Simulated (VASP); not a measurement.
# Al (Im-3m) in VASP: notebook, part 2 of 3

VASP 6.6.1. The steps go on from the part before.

## (4) Single point, PBE

The input, INCAR:

```
PREC = Accurate
ENCUT = 520
EDIFF = 1E-6
ISMEAR = 0
SIGMA = 0.016
LREAL = F
LASPH = T
NELM = 60
ALGO = Fast
ISIF = 2
LWAVE = F
LCHARG = F
GGA = PE
NBANDS = 8
```

The input, KPOINTS:

```
Automatic mesh
0
Gamma
  12 12 12
```

The input, POSCAR:

```
Al
1.0
   -1.5912186900      1.5912186900      1.5912186900
    1.5912186900     -1.5912186900      1.5912186900
    1.5912186900      1.5912186900     -1.5912186900
Al
1
Direct
    0.0000000000      0.0000000000      0.0000000000
```

Potentials or basis: VASP PAW PBE potentials, release 64 (Al).

Started as:

```sh
$ cat potpaw_PBE.64/Al/POTCAR > POTCAR
$ mpirun -np 1 vasp_std > vasp.out
```

OUTCAR:

```text
PREC = Accurate
   ENCUT = 520
   EDIFF = 1E-6
   ISMEAR = 0
   LREAL = F
   LASPH = T
   NELM = 60
   ISIF = 2
   GGA = PE

 ion  position               nearest neighbor table
   1  0.000  0.000  0.000-

  LATTYP: Found a body centered cubic cell.
 ALAT       =     3.1824373800

  Lattice vectors:

 A1 = (  -1.5912186900,   1.5912186900,   1.5912186900)
 A2 = (   1.5912186900,  -1.5912186900,   1.5912186900)
 A3 = (   1.5912186900,   1.5912186900,  -1.5912186900)

Analysis of symmetry for initial positions (statically):
=====================================================================
 Subroutine PRICEL returns:
 Original cell was already a primitive cell.

 Routine SETGRP: Setting up the symmetry group for a
 body centered cubic supercell.

 Subroutine GETGRP returns: Found 48 space group operations
[... 9 lines left out ...]

 Routine SETGRP: Setting up the symmetry group for a
 body centered cubic supercell.

 Subroutine GETGRP returns: Found 48 space group operations
[... 11 lines left out ...]
                                     Primitive cell

  volume of cell :      16.1157

  direct lattice vectors                    reciprocal lattice vectors
    -1.591218690  1.591218690  1.591218690     0.000000000  0.314224565  0.314224565
     1.591218690 -1.591218690  1.591218690     0.314224565  0.000000000  0.314224565
     1.591218690  1.591218690 -1.591218690     0.314224565  0.314224565  0.000000000

  length of vectors
     2.756071617  2.756071617  2.756071617     0.444380641  0.444380641  0.444380641

  position of ions in fractional coordinates (direct lattice)
     0.000000000  0.000000000  0.000000000

  ion indices of the primitive-cell ions
   primitive index   ion index
                 1           1

----------------------------------------------------------------------------------------

 KPOINTS: Automatic mesh

Automatic generation of k-mesh.
 Grid dimensions read from file:
 generate k-points for:   12   12   12

 Generating k-lattice:

  Cartesian coordinates                     Fractional coordinates (reciprocal lattice)
     0.000000000  0.026185380  0.026185380     0.083333333  0.000000000  0.000000000
     0.026185380  0.000000000  0.026185380     0.000000000  0.083333333  0.000000000
     0.026185380  0.026185380  0.000000000     0.000000000  0.000000000  0.083333333

  Length of vectors
     0.037031720  0.037031720  0.037031720

  Shift w.r.t. Gamma in fractional coordinates (k-lattice)
     0.000000000  0.000000000  0.000000000

 Subroutine IBZKPT returns following result:
 ===========================================

 Found     72 irreducible k-points:

 Following reciprocal coordinates:
            Coordinates               Weight
  0.000000  0.000000  0.000000      1.000000
  0.083333  0.000000  0.000000     12.000000
  0.166667  0.000000  0.000000     12.000000
  0.250000  0.000000  0.000000     12.000000
  0.333333  0.000000  0.000000     12.000000
  0.416667  0.000000  0.000000     12.000000
[... 16 lines left out ...]
  0.333333  0.083333  0.083333     24.000000
  0.416667  0.083333  0.083333     12.000000
 [... further k-points ...]
   k-points           NKPTS =     72   k-points in BZ     NKDIM =     72   number of bands    NBANDS=      8
   number of dos      NEDOS =    301   number of ions     NIONS =      1
   total plane-waves  NPLWV =   8000
   dimension x,y,z NGX =    20 NGY =   20 NGZ =   20
   dimension x,y,z NGXF=    40 NGYF=   40 NGZF=   40
   ions per type =               1
   NGX,Y,Z   is equivalent  to a cutoff of  12.06, 12.06, 12.06 a.u.
   NGXF,Y,Z  is equivalent  to a cutoff of  24.13, 24.13, 24.13 a.u.
 SYSTEM =  unknown system
   PREC   = accura    normal or accurate (medium, high low for compatibility)
   ISTART =      0    job   : 0-new  1-cont  2-samecut
   ICHARG =      2    charge: 1-file 2-atom 10-const
   ISPIN  =      1    spin polarized calculation?
   LNONCOLLINEAR =      F non collinear calculations
   LSORBIT =      F    spin-orbit coupling
   LASPH  =      T    aspherical Exc in radial PAW
   ENCUT  =  520.0 eV  38.22 Ry    6.18 a.u.   5.12  5.12  5.12*2*pi/ulx,y,z
   NELM   =     60;   NELMIN=  2; NELMDL= -5     # of ELM steps
   EDIFF  = 0.1E-05   stopping-criterion for ELM
   LREAL  =      F    real-space projection
   EDIFFG = 0.1E-04   stopping-criterion for IOM
   NSW    =      0    number of steps for IOM
   IBRION =     -1    ionic relax: 0-MD 1-quasi-New 2-CG
   NFREE  =      0    steps in history (QN), initial steepest desc. (CG)
   ISIF   =      2    stress and relaxation
   ISYM   =      2    0-nonsym 1-usesym 2-fastsym
   POTIM  = 0.5000    time-step for ionic-motion
   TEBEG  =    0.0;   TEEND  =   0.0 temperature during run
   PSTRESS=    0.0 pullay stress
   NELECT =       3.0000    total number of electrons
   NUPDOWN=      -1.0000    fix difference up-down
   EMIN   =  10.00;   EMAX   =-10.00  energy-range for DOS
   EFERMI =   0.00;   METHOD = LEGACY
   ISMEAR =     0;   SIGMA  =   0.02  broadening in eV -4-tet -1-fermi 0-gaus
   EFERMI_NEDOS =   21; number of points for ismear=-14 and -15
   IALGO  =     68    algorithm
   IMIX   =      4    mixing-type and parameters
     AMIX     =   0.40;   BMIX     =  1.00
     AMIX_MAG =   1.60;   BMIX_MAG =  1.00
  volume/ion in A,a.u.               =      16.12       108.75
  Fermi-wavevector in a.u.,A,eV,Ry     =   0.934757  1.766435 11.888371  0.873771
  Thomas-Fermi vector in A             =   2.061595
   LORBIT       =      0    0 simple, 1 ext, 2 COOP (PROOUT), +10 PAW based schemes
   GGA     = PE    functional components
   LHFCALC =     F    Hartree Fock is set to
   AEXX    =    0.0000 exact exchange contribution
   IVDW    =     0    specifies the selected vdW correction
   LEPSILON=     F    determine dielectric tensor
   LRPA    =     F    only Hartree local field effects (RPA)
 non-spin polarized calculation
 RMM-DIIS sequential band-by-band and
 Gauss-broadening in eV      SIGMA  =   0.02
  energy-cutoff  :      520.00
  volume of cell :       16.12
 maximum number of plane-waves:       466
   NGX = 11   NGY = 11   NGZ = 11

 number of electron       3.0000000 magnetization

 Free energy of the ion-electron system (eV)
  ---------------------------------------------------
  ext. energy  EPLUGINS =         0.00000000
  ---------------------------------------------------
  free energy    TOTEN  =        -3.63556118 eV

  energy without entropy =       -3.63545331  energy(sigma->0) =       -3.63550724

 E-fermi :   8.2446     XC(G=0): -10.2868

 val. band max:        8.1894726495   @ k =  -0.4167  -0.4167   0.2500
 cond. band min:       8.2508258933   @ k =   0.3333   0.2500   0.0833
 fundamental gap:      0.0613532438
 Fermi energy:         8.2446199783

 k-point     1 :       0.0000    0.0000    0.0000
  band No.  band energies     occupation
      1      -3.0451      2.00000
      2      21.6646      0.00000
      3      21.6646      0.00000
      4      21.6646      0.00000
      5      23.3045      0.00000
      6      23.3045      0.00000
      7      23.3045      0.00000
      8      24.7548      0.00000

 k-point     2 :       0.0833    0.0000    0.0000
  band No.  band energies     occupation
      1      -2.8421      2.00000
      2      19.4950      0.00000
      3      20.5159      0.00000
      4      20.8956      0.00000
      5      22.4704      0.00000
      6      23.4761      0.00000
      7      24.0697      0.00000
      8      24.7922      0.00000

 k-point     3 :       0.1667    0.0000    0.0000
  band No.  band energies     occupation
      1      -2.2349      2.00000
      2      16.0305      0.00000
      3      19.1276      0.00000
      4      19.5237      0.00000
      5      21.1191      0.00000
      6      22.3103      0.00000
      7      25.0516      0.00000
      8      25.3381      0.00000
[... 210 lines left out ...]
 k-point    23 :       0.3333    0.0833    0.0833
  band No.  band energies     occupation
      1       2.3309      2.00000
      2       6.9995      2.00000
      3      13.4252      0.00000
      4      14.1486      0.00000
      5      22.5726      0.00000
      6      23.1273      0.00000
      7      28.6820      0.00000
      8      29.6222      0.00000

 k-point    24 :       0.4167    0.0833    0.0833
  band No.  band energies     occupation
      1       4.2183      2.00000
      2       4.7598      2.00000
      3      13.2367      0.00000
      4      13.9735      0.00000
      5      22.4066      0.00000
      6      22.9840      0.00000
      7      29.4663      0.00000
      8      30.8177      0.00000

 [... further k-points ...]
[... 5 lines left out ...]
  --------------------------------------------------------------------------------------
  -------------------------------------------------------------------------------------
  Total        0.3892901      0.3892901      0.3892901      0.0000000      0.0000000      0.0000000
  in kB       38.7020793     38.7020793     38.7020793      0.0000000      0.0000000      0.0000000
  external PRESSURE =      38.7020793 kB  Pullay stress =       0.0000000 kB

 VOLUME and BASIS-vectors are now :
 -----------------------------------------------------------------------------
  energy-cutoff  :      520.00
  volume of cell :       16.12
      direct lattice vectors                 reciprocal lattice vectors
    -1.591218690  1.591218690  1.591218690     0.000000000  0.314224565  0.314224565
     1.591218690 -1.591218690  1.591218690     0.314224565  0.000000000  0.314224565
     1.591218690  1.591218690 -1.591218690     0.314224565  0.314224565  0.000000000

 POSITION                                       TOTAL-FORCE (eV/Angst)
 -----------------------------------------------------------------------------------
      0.00000      0.00000      0.00000        -0.000000     -0.000000      0.000000
 -----------------------------------------------------------------------------------
    total drift:                                0.000000      0.000000     -0.000000

  FREE ENERGIE OF THE ION-ELECTRON SYSTEM (eV)
  ---------------------------------------------------
  free  energy   TOTEN  =        -3.6355611780 eV

  energy  without entropy=       -3.6354533093  energy(sigma->0) =       -3.63550724
```

It took 3.9 s on 1 thread of Intel Xeon Platinum 8488C (Sapphire Rapids), shared host; peak memory 0.12 GiB.

Results:

```
Free energy : -3.6356 eV
Pressure    : 3.9 GPa
```

## (5) Single point, PBE

The input, INCAR:

```
SYSTEM = Al
ALGO = Normal
EDIFF = 1E-6
ENCUT = 520
GGA = PE
ISIF = 2
ISMEAR = 0
LASPH = .True.
LCHARG = .False.
LREAL = .False.
LWAVE = .False.
NBANDS = 8
NELM = 100
PREC = Accurate
SIGMA = 0.019000000000000003
```

The input, KPOINTS:

```
k-points
0
Gamma
  12 12 12
  0 0 0
```

POSCAR is that of step 4.

Started as:

```sh
$ cat potpaw_PBE.64/Al/POTCAR > POTCAR
$ mpirun -np 1 vasp_std > vasp.out
```

Run time: 3.9 s. Hardware: 1 thread of Intel Xeon Platinum 8488C (Sapphire Rapids), shared host; peak memory 0.12 GiB.

The run converged. Its results:

- Free energy: -3.6356 eV
- Pressure: 3.9 GPa

Levels at points of the mesh, in eV from the Fermi level:
```csv
k point,band 1,band 2,band 3,band 4,band 5
"(0.00, 0.00, 0.00)",-11.29,13.42,13.42,13.42,15.06
"(0.50, 0.00, 0.00)",-4.40,-3.88,8.34,8.35,10.15
"(0.50, 0.50, 0.50)",1.92,1.92,1.92,2.96,2.96
```

[end of part 2 of 3]
